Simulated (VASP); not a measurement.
# PbSe (Pm-3m) in VASP: single point with PBEsol

Aim: the single point of PbSe with PBEsol.

Everything below comes from runs of VASP 6.6.1. Logs are shortened: lines on timing, memory, paths and dates and some standing lists are left out, and cuts for length are marked.

## 1. The cell of the first run

Symmetry: Pm-3m, No. 221, cubic system. Conventional cell: a = 3.784 Å, b = 3.784 Å, c = 3.784 Å, α = 90.00°, β = 90.00°, γ = 90.00°. Within 4.3 Å of Pb (site symmetry m-3m) lie 8 Se at 3.28 Å and 6 Pb at 3.78 Å. Se (site symmetry m-3m) has 8 Pb at 3.28 Å and 6 Se at 3.78 Å within 4.3 Å.

## 2. Single point, PBEsol

Contents of INCAR:

```
PREC     = Accurate       # precision mode
ENCUT    = 500            # plane-wave cutoff, eV
EDIFF    = 1E-6           # SCF threshold, eV
ISMEAR   = 0              # smearing method
SIGMA    = 0.01           # smearing width, eV
LREAL    = F              # projectors in reciprocal space
LASPH    = T              # aspherical terms in the spheres
NELM     = 120            # most SCF steps
ALGO     = Normal         # electronic algorithm
ISIF     = 2              # what is computed and relaxed
LWAVE    = F              # write WAVECAR
LCHARG   = F              # write CHGCAR
GGA      = PS             # functional
NBANDS   = 17             # bands
GGA_COMPAT= F
```

Contents of KPOINTS:

```
Automatic mesh
0
Gamma
  2 2 2
```

Contents of POSCAR:

```
PbSe
1.0
    3.7843220000      0.0000000000      0.0000000000
    0.0000000000      3.7843220000      0.0000000000
    0.0000000000      0.0000000000      3.7843220000
Pb Se
1 1
Direct
    0.0000000000      0.0000000000      0.0000000000
    0.5000000000      0.5000000000      0.5000000000
```

Potentials or basis: VASP PAW PBE potentials, release 64 (Pb_d, Se).

Launch:

```console
$ cat potpaw_PBE.64/Pb_d/POTCAR potpaw_PBE.64/Se/POTCAR > POTCAR
$ mpirun -np 1 vasp_std > vasp.out
```

OUTCAR:

```text
PREC = Accurate
   ENCUT = 500
   EDIFF = 1E-6
   ISMEAR = 0
   LREAL = F
   LASPH = T
   NELM = 120
   ISIF = 2
   GGA = PS

 ion  position               nearest neighbor table
   1  0.000  0.000  0.000-   2 3.28   2 3.28   2 3.28   2 3.28   2 3.28   2 3.28   2 3.28   2 3.28

   2  0.500  0.500  0.500-   1 3.28   1 3.28   1 3.28   1 3.28   1 3.28   1 3.28   1 3.28   1 3.28

  LATTYP: Found a simple cubic cell.
 ALAT       =     3.7843220000

  Lattice vectors:

 A1 = (   3.7843220000,   0.0000000000,   0.0000000000)
 A2 = (   0.0000000000,   3.7843220000,   0.0000000000)
 A3 = (   0.0000000000,   0.0000000000,   3.7843220000)

Analysis of symmetry for initial positions (statically):
=====================================================================
 Subroutine PRICEL returns:
 Original cell was already a primitive cell.

 Routine SETGRP: Setting up the symmetry group for a
 simple cubic supercell.

 Subroutine GETGRP returns: Found 48 space group operations
 (whereof 48 operations were pure point group operations)
 out of a pool of 48 trial point group operations.

The static configuration has the point symmetry O_h .

Analysis of symmetry for dynamics (positions and initial velocities):
=====================================================================
 Subroutine PRICEL returns:
 Original cell was already a primitive cell.

 Routine SETGRP: Setting up the symmetry group for a
 simple cubic supercell.

 Subroutine GETGRP returns: Found 48 space group operations
 (whereof 48 operations were pure point group operations)
 out of a pool of 48 trial point group operations.

The dynamic configuration has the point symmetry O_h .

 Subroutine INISYM returns: Found 48 space group operations
 (whereof 48 operations are pure point group operations),
 and found     1 'primitive' translations

----------------------------------------------------------------------------------------

                                     Primitive cell

  volume of cell :      54.1956

  direct lattice vectors                    reciprocal lattice vectors
     3.784322000  0.000000000  0.000000000     0.264248127  0.000000000  0.000000000
     0.000000000  3.784322000  0.000000000     0.000000000  0.264248127  0.000000000
     0.000000000  0.000000000  3.784322000     0.000000000  0.000000000  0.264248127

  length of vectors
     3.784322000  3.784322000  3.784322000     0.264248127  0.264248127  0.264248127

  position of ions in fractional coordinates (direct lattice)
     0.000000000  0.000000000  0.000000000
     0.500000000  0.500000000  0.500000000

  ion indices of the primitive-cell ions
   primitive index   ion index
                 1           1
                 2           2

----------------------------------------------------------------------------------------

 KPOINTS: Automatic mesh

Automatic generation of k-mesh.
 Grid dimensions read from file:
 generate k-points for:    2    2    2

 Generating k-lattice:

  Cartesian coordinates                     Fractional coordinates (reciprocal lattice)
     0.132124063  0.000000000  0.000000000     0.500000000  0.000000000  0.000000000
     0.000000000  0.132124063  0.000000000     0.000000000  0.500000000  0.000000000
     0.000000000  0.000000000  0.132124063     0.000000000  0.000000000  0.500000000

  Length of vectors
     0.132124063  0.132124063  0.132124063

  Shift w.r.t. Gamma in fractional coordinates (k-lattice)
     0.000000000  0.000000000  0.000000000

 Subroutine IBZKPT returns following result:
 ===========================================

 Found      4 irreducible k-points:

 Following reciprocal coordinates:
            Coordinates               Weight
  0.000000  0.000000  0.000000      1.000000
  0.500000  0.000000  0.000000      3.000000
  0.500000  0.500000  0.000000      3.000000
  0.500000  0.500000  0.500000      1.000000
   k-points           NKPTS =      4   k-points in BZ     NKDIM =      4   number of bands    NBANDS=     17
   number of dos      NEDOS =    301   number of ions     NIONS =      2
   total plane-waves  NPLWV =  21952
   dimension x,y,z NGX =    28 NGY =   28 NGZ =   28
   dimension x,y,z NGXF=    56 NGYF=   56 NGZF=   56
   ions per type =               1   1
   NGX,Y,Z   is equivalent  to a cutoff of  12.30, 12.30, 12.30 a.u.
   NGXF,Y,Z  is equivalent  to a cutoff of  24.60, 24.60, 24.60 a.u.
 SYSTEM =  unknown system
   PREC   = accura    normal or accurate (medium, high low for compatibility)
   ISTART =      0    job   : 0-new  1-cont  2-samecut
   ICHARG =      2    charge: 1-file 2-atom 10-const
   ISPIN  =      1    spin polarized calculation?
   LNONCOLLINEAR =      F non collinear calculations
   LSORBIT =      F    spin-orbit coupling
   LASPH  =      T    aspherical Exc in radial PAW
   ENCUT  =  500.0 eV  36.75 Ry    6.06 a.u.   6.90  6.90  6.90*2*pi/ulx,y,z
   NELM   =    120;   NELMIN=  2; NELMDL= -5     # of ELM steps
   EDIFF  = 0.1E-05   stopping-criterion for ELM
   LREAL  =      F    real-space projection
   EDIFFG = 0.1E-04   stopping-criterion for IOM
   NSW    =      0    number of steps for IOM
   IBRION =     -1    ionic relax: 0-MD 1-quasi-New 2-CG
   NFREE  =      0    steps in history (QN), initial steepest desc. (CG)
   ISIF   =      2    stress and relaxation
   ISYM   =      2    0-nonsym 1-usesym 2-fastsym
   POTIM  = 0.5000    time-step for ionic-motion
   TEBEG  =    0.0;   TEEND  =   0.0 temperature during run
   PSTRESS=    0.0 pullay stress
   NELECT =      20.0000    total number of electrons
   NUPDOWN=      -1.0000    fix difference up-down
   EMIN   =  10.00;   EMAX   =-10.00  energy-range for DOS
   EFERMI =   0.00;   METHOD = LEGACY
   ISMEAR =     0;   SIGMA  =   0.01  broadening in eV -4-tet -1-fermi 0-gaus
   EFERMI_NEDOS =   21; number of points for ismear=-14 and -15
   IALGO  =     38    algorithm
   IMIX   =      4    mixing-type and parameters
     AMIX     =   0.40;   BMIX     =  1.00
     AMIX_MAG =   1.60;   BMIX_MAG =  1.00
  volume/ion in A,a.u.               =      27.10       182.87
  Fermi-wavevector in a.u.,A,eV,Ry     =   1.174258  2.219025 18.760817  1.378881
  Thomas-Fermi vector in A             =   2.310658
   LORBIT       =      0    0 simple, 1 ext, 2 COOP (PROOUT), +10 PAW based schemes
   GGA     = PS    functional components
   LHFCALC =     F    Hartree Fock is set to
   AEXX    =    0.0000 exact exchange contribution
   IVDW    =     0    specifies the selected vdW correction
   LEPSILON=     F    determine dielectric tensor
   LRPA    =     F    only Hartree local field effects (RPA)
 non-spin polarized calculation
 Gauss-broadening in eV      SIGMA  =   0.01
  energy-cutoff  :      500.00
  volume of cell :       54.20
 maximum number of plane-waves:      1406
 NGX is ok and might be reduce to    28
   NGX = 13   NGY = 13   NGZ = 13

 number of electron      20.0000009 magnetization

 Free energy of the ion-electron system (eV)
  ---------------------------------------------------
  ext. energy  EPLUGINS =         0.00000000
  ---------------------------------------------------
  free energy    TOTEN  =        -7.13013640 eV

  energy without entropy =       -7.13013640  energy(sigma->0) =       -7.13013640

 E-fermi :   4.9177     XC(G=0): -10.1197

 val. band max:        4.8270645360   @ k =   0.5000   0.0000   0.0000
 cond. band min:       5.0125598672   @ k =   0.5000   0.5000   0.0000
 fundamental gap:      0.1854953312
 Fermi energy:         4.9176544451

 k-point     1 :       0.0000    0.0000    0.0000
  band No.  band energies     occupation
      1     -11.3936      2.00000
      2     -11.3936      2.00000
      3     -11.2488      2.00000
      4     -11.2488      2.00000
      5     -11.2488      2.00000
      6      -8.1510      2.00000
      7      -1.8384      2.00000
      8       3.5848      2.00000
      9       3.5848      2.00000
     10       3.5848      2.00000
     11      10.2196      0.00000
     12      10.2196      0.00000
     13      11.2678      0.00000
     14      11.2678      0.00000
     15      11.2678      0.00000
     16      16.3558      0.00000
     17      17.9241      0.00000

 k-point     2 :       0.5000    0.0000    0.0000
  band No.  band energies     occupation
      1     -11.3864      2.00000
      2     -11.2934      2.00000
      3     -11.2934      2.00000
      4     -11.2749      2.00000
      5     -11.2449      2.00000
      6      -7.1598      2.00000
      7      -3.6883      2.00000
      8       4.7609      2.00000
      9       4.7609      2.00000
     10       4.8271      2.00000
     11       5.2646      0.00000
     12       8.6440      0.00000
     13       8.6440      0.00000
     14      11.5735      0.00000
     15      13.5130      0.00000
     16      18.1017      0.00000
     17      18.3168      0.00000

 k-point     3 :       0.5000    0.5000    0.0000
  band No.  band energies     occupation
      1     -11.3929      2.00000
      2     -11.3284      2.00000
      3     -11.2844      2.00000
      4     -11.2844      2.00000
      5     -11.1975      2.00000
      6      -6.5252      2.00000
      7      -2.1398      2.00000
      8       0.7612      2.00000
      9       0.7612      2.00000
     10       5.0126      0.00000
     11       9.2613      0.00000
     12       9.2613      0.00000
     13      10.2795      0.00000
     14      11.8479      0.00000
     15      13.8510      0.00000
     16      14.2683      0.00000
     17      14.2683      0.00000

 k-point     4 :       0.5000    0.5000    0.5000
  band No.  band energies     occupation
      1     -11.3447      2.00000
      2     -11.3447      2.00000
      3     -11.3447      2.00000
      4     -11.1950      2.00000
      5     -11.1950      2.00000
      6      -6.3072      2.00000
      7      -1.0637      2.00000
      8       2.7150      2.00000
      9       2.7150      2.00000
     10       2.7150      2.00000
     11       4.6045      2.00000
     12       4.6045      2.00000
     13       4.6045      2.00000
     14      18.8156      0.00000
     15      18.8156      0.00000
     16      18.8156      0.00000
     17      22.4062      0.00000

------------------------ aborting loop because EDIFF is reached ----------------------------------------

  FORCE on cell =-STRESS in cart. coord.  units (eV):
  Direction    XX          YY          ZZ          XY          YZ          ZX
  --------------------------------------------------------------------------------------
  -------------------------------------------------------------------------------------
  Total        0.0397236      0.0397236      0.0397236      0.0000000      0.0000000      0.0000000
  in kB        1.1743432      1.1743432      1.1743432      0.0000000      0.0000000      0.0000000
  external PRESSURE =       1.1743432 kB  Pullay stress =       0.0000000 kB

 VOLUME and BASIS-vectors are now :
 -----------------------------------------------------------------------------
  energy-cutoff  :      500.00
  volume of cell :       54.20
      direct lattice vectors                 reciprocal lattice vectors
     3.784322000  0.000000000  0.000000000     0.264248127  0.000000000  0.000000000
     0.000000000  3.784322000  0.000000000     0.000000000  0.264248127  0.000000000
     0.000000000  0.000000000  3.784322000     0.000000000  0.000000000  0.264248127

 POSITION                                       TOTAL-FORCE (eV/Angst)
 -----------------------------------------------------------------------------------
      0.00000      0.00000      0.00000         0.000000      0.000000      0.000000
      1.89216      1.89216      1.89216         0.000000      0.000000      0.000000
 -----------------------------------------------------------------------------------
    total drift:                               -0.000000      0.000000      0.000000

  FREE ENERGIE OF THE ION-ELECTRON SYSTEM (eV)
  ---------------------------------------------------
  free  energy   TOTEN  =        -7.1301364044 eV

  energy  without entropy=       -7.1301364044  energy(sigma->0) =       -7.13013640
```

Wall time 4.9 s (1 thread of AMD EPYC 7R13 (Zen 3), shared host); peak memory 0.12 GiB.

Results:

- Free energy: -7.1301 eV
- Pressure: 0.1 GPa
- Band gap on the k mesh: zero (bands 10 and 11 overlap by 0.41 eV)

Levels at points of the mesh, in eV from the Fermi level:
| k point | band 6 | band 7 | band 8 | band 9 | band 10 | band 11 | band 12 | band 13 | band 14 | band 15 |
| --- | --- | --- | --- | --- | --- | --- | --- | --- | --- | --- |
| (0.00, 0.00, 0.00) | -13.07 | -6.76 | -1.33 | -1.33 | -1.33 | 5.30 | 5.30 | 6.35 | 6.35 | 6.35 |
| (0.50, 0.00, 0.00) | -12.08 | -8.61 | -0.16 | -0.16 | -0.09 | 0.35 | 3.73 | 3.73 | 6.66 | 8.60 |
| (0.50, 0.50, 0.00) | -11.44 | -7.06 | -4.16 | -4.16 | 0.09 | 4.34 | 4.34 | 5.36 | 6.93 | 8.93 |
| (0.50, 0.50, 0.50) | -11.22 | -5.98 | -2.20 | -2.20 | -2.20 | -0.31 | -0.31 | -0.31 | 13.90 | 13.90 |

Caveat: the k points lie up to 0.83 Å⁻¹ apart; semilocal functionals underestimate gaps, so a narrow gap can read as zero; the PAW data sets were made with another functional, which shifts forces and pressure a little; spin-orbit coupling is left out, which moves the levels of the heavy elements.
